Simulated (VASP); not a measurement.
# SrTiO3 (P4/mmm) in VASP: further runs

The runs below take SrTiO3 through single point, with PBE, r2SCAN.

All numbers are computed with VASP 6.6.1; they aren't measurements. Logs are shortened: lines on timing, memory, paths and dates and some standing lists are left out, and cuts for length are marked.

### 1 The cell of the first run

Symmetry: P4/mmm, No. 123, tetragonal system. Conventional cell: a = 3.719 Å, b = 3.719 Å, c = 4.039 Å, α = 90.00°, β = 90.00°, γ = 90.00°. Within 3.5 Å of Sr (site symmetry 4/mmm) lie 12 O at 2.63 to 2.75 Å and 8 Ti at 3.32 Å. Within 2.5 Å of Ti (site symmetry 4/mmm) lie 6 O at 1.86 to 2.02 Å. Within 2.5 Å of O (site symmetry mmm) lie 2 Ti at 1.86 Å. O (site symmetry 4/mmm) has 2 Ti at 2.02 Å and 4 Sr at 2.63 Å within 2.7 Å.

### 2 Single point, PBE (epitaxial xy strain -4.8%)

The input, INCAR:

```
SYSTEM = SrTiO3
ALGO = Normal
EDIFF = 1E-7
ENCUT = 520
GGA = PE
ISIF = 2
ISMEAR = -1
LASPH = .TRUE.
LCHARG = .FALSE.
LREAL = .FALSE.
LWAVE = .FALSE.
NBANDS = 28
NELM = 60
PREC = Accurate
SIGMA = 0.02
```

The input, KPOINTS:

```
k-points
0
G
  6 6 6
  0 0 0
```

The input, POSCAR:

```
SrTiO3
1.0
    3.7189319457      0.0000000000      0.0000000000
    0.0000000000      3.7189319457      0.0000000000
    0.0000000000      0.0000000000      4.0390970982
Sr Ti O
1 1 3
Direct
    0.0000000000      0.0000000000      0.0000000000
    0.5000000000      0.5000000000      0.5000000000
    0.5000000000      0.0000000000      0.5000000000
    0.5000000000      0.5000000000      0.0000000000
    0.0000000000      0.5000000000      0.5000000000
```

Potentials or basis: VASP PAW PBE potentials, release 64 (Sr_sv, Ti_sv, O).

On the command line:

```
$ cat potpaw_PBE.64/Sr_sv/POTCAR potpaw_PBE.64/Ti_sv/POTCAR potpaw_PBE.64/O/POTCAR > POTCAR
$ mpirun -np 1 vasp_std > vasp.out
```

OUTCAR:

```text
SYSTEM = SrTiO3
   EDIFF = 1E-7
   ENCUT = 520
   GGA = PE
   ISIF = 2
   ISMEAR = -1
   LASPH = .TRUE.
   LREAL = .FALSE.
   NELM = 60
   PREC = Accurate

 ion  position               nearest neighbor table
   1  0.000  0.000  0.000-   4 2.63   4 2.63   4 2.63   4 2.63   5 2.75   3 2.75   5 2.75   5 2.75
                             3 2.75   5 2.75   3 2.75   3 2.75   2 3.32   2 3.32   2 3.32   2 3.32
   2  0.500  0.500  0.500-   3 1.86   5 1.86   3 1.86   5 1.86   4 2.02   4 2.02   1 3.32   1 3.32
                             1 3.32   1 3.32   1 3.32   1 3.32   1 3.32   1 3.32
   3  0.500  0.000  0.500-   2 1.86   2 1.86   1 2.75   1 2.75   1 2.75   1 2.75
   4  0.500  0.500  0.000-   2 2.02   2 2.02   1 2.63   1 2.63   1 2.63   1 2.63
   5  0.000  0.500  0.500-   2 1.86   2 1.86   1 2.75   1 2.75   1 2.75   1 2.75

  LATTYP: Found a simple tetragonal cell.
 ALAT       =     3.7189319457
 C/A-ratio  =     1.0860906188

  Lattice vectors:

 A1 = (   3.7189319457,   0.0000000000,   0.0000000000)
 A2 = (   0.0000000000,   3.7189319457,   0.0000000000)
 A3 = (   0.0000000000,   0.0000000000,   4.0390970982)

Analysis of symmetry for initial positions (statically):
=====================================================================
 Subroutine PRICEL returns:
 Original cell was already a primitive cell.

 Routine SETGRP: Setting up the symmetry group for a
 simple tetragonal supercell.

 Subroutine GETGRP returns: Found 16 space group operations
 (whereof 16 operations were pure point group operations)
 out of a pool of 16 trial point group operations.

The static configuration has the point symmetry D_4h.

Analysis of symmetry for dynamics (positions and initial velocities):
=====================================================================
 Subroutine PRICEL returns:
 Original cell was already a primitive cell.

 Routine SETGRP: Setting up the symmetry group for a
 simple tetragonal supercell.

 Subroutine GETGRP returns: Found 16 space group operations
 (whereof 16 operations were pure point group operations)
 out of a pool of 16 trial point group operations.

The dynamic configuration has the point symmetry D_4h.

 Subroutine INISYM returns: Found 16 space group operations
 (whereof 16 operations are pure point group operations),
 and found     1 'primitive' translations

----------------------------------------------------------------------------------------

                                     Primitive cell

  volume of cell :      55.8625

  direct lattice vectors                    reciprocal lattice vectors
     3.718931946  0.000000000  0.000000000     0.268894407  0.000000000  0.000000000
     0.000000000  3.718931946  0.000000000     0.000000000  0.268894407  0.000000000
     0.000000000  0.000000000  4.039097098     0.000000000  0.000000000  0.247580084

  length of vectors
     3.718931946  3.718931946  4.039097098     0.268894407  0.268894407  0.247580084

  position of ions in fractional coordinates (direct lattice)
     0.000000000  0.000000000  0.000000000
     0.500000000  0.500000000  0.500000000
     0.500000000  0.000000000  0.500000000
     0.500000000  0.500000000  0.000000000
     0.000000000  0.500000000  0.500000000

  ion indices of the primitive-cell ions
   primitive index   ion index
                 1           1
                 2           2
                 3           3
                 4           4
                 5           5

----------------------------------------------------------------------------------------

 KPOINTS: k-points

Automatic generation of k-mesh.
 Grid dimensions read from file:
 generate k-points for:    6    6    6

 Generating k-lattice:

  Cartesian coordinates                     Fractional coordinates (reciprocal lattice)
     0.044815734  0.000000000  0.000000000     0.166666667  0.000000000  0.000000000
     0.000000000  0.044815734  0.000000000     0.000000000  0.166666667  0.000000000
     0.000000000  0.000000000  0.041263347     0.000000000  0.000000000  0.166666667

  Length of vectors
     0.044815734  0.044815734  0.041263347

  Shift w.r.t. Gamma in fractional coordinates (k-lattice)
     0.000000000  0.000000000  0.000000000

 Subroutine IBZKPT returns following result:
 ===========================================

 Found     40 irreducible k-points:

 Following reciprocal coordinates:
            Coordinates               Weight
  0.000000  0.000000  0.000000      1.000000
  0.166667  0.000000  0.000000      4.000000
  0.333333  0.000000  0.000000      4.000000
  0.500000  0.000000  0.000000      2.000000
  0.166667  0.166667  0.000000      4.000000
  0.333333  0.166667  0.000000      8.000000
[... 16 lines left out ...]
  0.333333  0.000000  0.333333      8.000000
  0.500000  0.000000  0.333333      4.000000
 [... further k-points ...]
   k-points           NKPTS =     40   k-points in BZ     NKDIM =     40   number of bands    NBANDS=     28
   number of dos      NEDOS =    301   number of ions     NIONS =      5
   total plane-waves  NPLWV =  23520
   dimension x,y,z NGX =    28 NGY =   28 NGZ =   30
   dimension x,y,z NGXF=    56 NGYF=   56 NGZF=   60
   ions per type =               1   1   3
   NGX,Y,Z   is equivalent  to a cutoff of  12.52, 12.52, 12.35 a.u.
   NGXF,Y,Z  is equivalent  to a cutoff of  25.03, 25.03, 24.70 a.u.
 SYSTEM =  SrTiO3
   PREC   = accura    normal or accurate (medium, high low for compatibility)
   ISTART =      0    job   : 0-new  1-cont  2-samecut
   ICHARG =      2    charge: 1-file 2-atom 10-const
   ISPIN  =      1    spin polarized calculation?
   LNONCOLLINEAR =      F non collinear calculations
   LSORBIT =      F    spin-orbit coupling
   LASPH  =      T    aspherical Exc in radial PAW
   ENCUT  =  520.0 eV  38.22 Ry    6.18 a.u.   6.91  6.91  7.51*2*pi/ulx,y,z
   NELM   =     60;   NELMIN=  2; NELMDL= -5     # of ELM steps
   EDIFF  = 0.1E-06   stopping-criterion for ELM
   LREAL  =      F    real-space projection
   EDIFFG = 0.1E-05   stopping-criterion for IOM
   NSW    =      0    number of steps for IOM
   IBRION =     -1    ionic relax: 0-MD 1-quasi-New 2-CG
   NFREE  =      0    steps in history (QN), initial steepest desc. (CG)
   ISIF   =      2    stress and relaxation
   ISYM   =      2    0-nonsym 1-usesym 2-fastsym
   POTIM  = 0.5000    time-step for ionic-motion
   TEBEG  =    0.0;   TEEND  =   0.0 temperature during run
   PSTRESS=    0.0 pullay stress
   NELECT =      40.0000    total number of electrons
   NUPDOWN=      -1.0000    fix difference up-down
   EMIN   =  10.00;   EMAX   =-10.00  energy-range for DOS
   EFERMI =   0.00;   METHOD = LEGACY
   ISMEAR =    -1;   SIGMA  =   0.02  broadening in eV -4-tet -1-fermi 0-gaus
   EFERMI_NEDOS =   21; number of points for ismear=-14 and -15
   IALGO  =     38    algorithm
   IMIX   =      4    mixing-type and parameters
     AMIX     =   0.40;   BMIX     =  1.00
     AMIX_MAG =   1.60;   BMIX_MAG =  1.00
  volume/ion in A,a.u.               =      11.17        75.40
  Fermi-wavevector in a.u.,A,eV,Ry     =   1.464607  2.767707 29.185517  2.145075
  Thomas-Fermi vector in A             =   2.580563
   LORBIT       =      0    0 simple, 1 ext, 2 COOP (PROOUT), +10 PAW based schemes
   GGA     = PE    functional components
   LHFCALC =     F    Hartree Fock is set to
   AEXX    =    0.0000 exact exchange contribution
   IVDW    =     0    specifies the selected vdW correction
   LEPSILON=     F    determine dielectric tensor
   LRPA    =     F    only Hartree local field effects (RPA)
 non-spin polarized calculation
  energy-cutoff  :      520.00
  volume of cell :       55.86
 maximum number of plane-waves:      1524
 NGX is ok and might be reduce to    28
   NGX = 13   NGY = 13   NGZ = 15

 number of electron      39.9999979 magnetization

 Free energy of the ion-electron system (eV)
  ---------------------------------------------------
  ext. energy  EPLUGINS =         0.00000000
  ---------------------------------------------------
  free energy    TOTEN  =       -39.56391292 eV

  energy without entropy =      -39.56391292  energy(sigma->0) =      -39.56391292

 E-fermi :   5.2482     XC(G=0): -11.6075

 val. band max:        4.8599008489   @ k =   0.5000   0.5000   0.5000
 cond. band min:       6.6430415164   @ k =   0.0000   0.0000   0.0000
 fundamental gap:      1.7831406675
 Fermi energy:         5.2481796484

 k-point     1 :       0.0000    0.0000    0.0000
  band No.  band energies     occupation
      1     -51.4670      2.00000
      2     -27.8909      2.00000
      3     -27.7995      2.00000
      4     -27.7995      2.00000
      5     -27.7152      2.00000
      6     -13.0500      2.00000
[... 20 lines left out ...]
     27      10.5880      0.00000
     28      11.6159      0.00000

 k-point     2 :       0.1667    0.0000    0.0000
  band No.  band energies     occupation
      1     -51.4661      2.00000
      2     -27.9334      2.00000
      3     -27.7981      2.00000
      4     -27.7801      2.00000
      5     -27.7136      2.00000
      6     -13.0117      2.00000
[... 20 lines left out ...]
     27      11.1467      0.00000
     28      12.3173      0.00000

 k-point     3 :       0.3333    0.0000    0.0000
  band No.  band energies     occupation
      1     -51.4644      2.00000
      2     -28.0067      2.00000
      3     -27.7952      2.00000
      4     -27.7520      2.00000
      5     -27.7106      2.00000
      6     -13.1112      2.00000
[... 20 lines left out ...]
     27      12.2595      0.00000
     28      12.9850      0.00000

 k-point     4 :       0.5000    0.0000    0.0000
  band No.  band energies     occupation
      1     -51.4636      2.00000
      2     -28.0411      2.00000
      3     -27.7937      2.00000
      4     -27.7396      2.00000
      5     -27.7091      2.00000
      6     -13.2050      2.00000
[... 20 lines left out ...]
     27      12.8221      0.00000
     28      12.8653      0.00000

 k-point     5 :       0.1667    0.1667    0.0000
  band No.  band energies     occupation
      1     -51.4653      2.00000
      2     -27.9425      2.00000
      3     -27.8322      2.00000
      4     -27.7594      2.00000
      5     -27.7121      2.00000
      6     -12.9149      2.00000
[... 20 lines left out ...]
     27      11.5687      0.00000
     28      12.6819      0.00000

 k-point     6 :       0.3333    0.1667    0.0000
  band No.  band energies     occupation
      1     -51.4636      2.00000
      2     -27.9893      2.00000
      3     -27.8370      2.00000
      4     -27.7516      2.00000
      5     -27.7091      2.00000
      6     -12.9194      2.00000
[... 463 lines left out ...]
      5     -27.6680      2.00000
      6     -13.3055      2.00000
[... 20 lines left out ...]
     27      11.7390      0.00000
     28      13.2938      0.00000

 k-point    22 :       0.1667    0.0000    0.3333
  band No.  band energies     occupation
      1     -51.4654      2.00000
      2     -27.9449      2.00000
      3     -27.8263      2.00000
      4     -27.7966      2.00000
      5     -27.6778      2.00000
      6     -13.1404      2.00000
[... 20 lines left out ...]
     27      12.2787      0.00000
     28      13.3359      0.00000

 k-point    23 :       0.3333    0.0000    0.3333
  band No.  band energies     occupation
      1     -51.4637      2.00000
      2     -27.9492      2.00000
      3     -27.8359      2.00000
      4     -27.7938      2.00000
      5     -27.7104      2.00000
      6     -12.8511      2.00000
[... 20 lines left out ...]
     27      13.2680      0.00000
     28      13.4953      0.00000

 k-point    24 :       0.5000    0.0000    0.3333
  band No.  band energies     occupation
      1     -51.4629      2.00000
      2     -27.9723      2.00000
      3     -27.7986      2.00000
      4     -27.7924      2.00000
      5     -27.7472      2.00000
      6     -12.7651      2.00000
[... 20 lines left out ...]
     27      13.3405      0.00000
     28      14.0411      0.00000

 [... further k-points ...]
[... 5 lines left out ...]
  --------------------------------------------------------------------------------------
  -------------------------------------------------------------------------------------
  Total       10.2378090     10.2378090      1.6806737      0.0000000     -0.0000000      0.0000000
  in kB      293.6275823    293.6275823     48.2029075      0.0000000     -0.0000000      0.0000000
  external PRESSURE =     211.8193573 kB  Pullay stress =       0.0000000 kB

 VOLUME and BASIS-vectors are now :
 -----------------------------------------------------------------------------
  energy-cutoff  :      520.00
  volume of cell :       55.86
      direct lattice vectors                 reciprocal lattice vectors
     3.718931946  0.000000000  0.000000000     0.268894407  0.000000000  0.000000000
     0.000000000  3.718931946  0.000000000     0.000000000  0.268894407  0.000000000
     0.000000000  0.000000000  4.039097098     0.000000000  0.000000000  0.247580084

 POSITION                                       TOTAL-FORCE (eV/Angst)
 -----------------------------------------------------------------------------------
      0.00000      0.00000      0.00000         0.000000      0.000000      0.000000
      1.85947      1.85947      2.01955         0.000000      0.000000      0.000000
      1.85947      0.00000      2.01955         0.000000      0.000000      0.000000
      1.85947      1.85947      0.00000         0.000000      0.000000      0.000000
      0.00000      1.85947      2.01955         0.000000      0.000000      0.000000
 -----------------------------------------------------------------------------------
    total drift:                                0.000000      0.000000      0.000000

  FREE ENERGIE OF THE ION-ELECTRON SYSTEM (eV)
  ---------------------------------------------------
  free  energy   TOTEN  =       -39.5639129193 eV

  energy  without entropy=      -39.5639129193  energy(sigma->0) =      -39.56391292
```

It took 41 s on 1 thread of AMD EPYC 9R45 (Zen 5), shared host; peak memory 0.17 GiB.

What came out:

```yaml
Free_energy: -39.5639 eV
Pressure: 21.2 GPa
Band_gap_on_the_k_mesh: 1.78 eV, indirect (least direct gap 2.20 eV)
```

Caveat: the cell differs from its parent crystal (epitaxial xy strain -4.8%). A k mesh can miss the band edges.

(Part 1 of 2 ends here.)
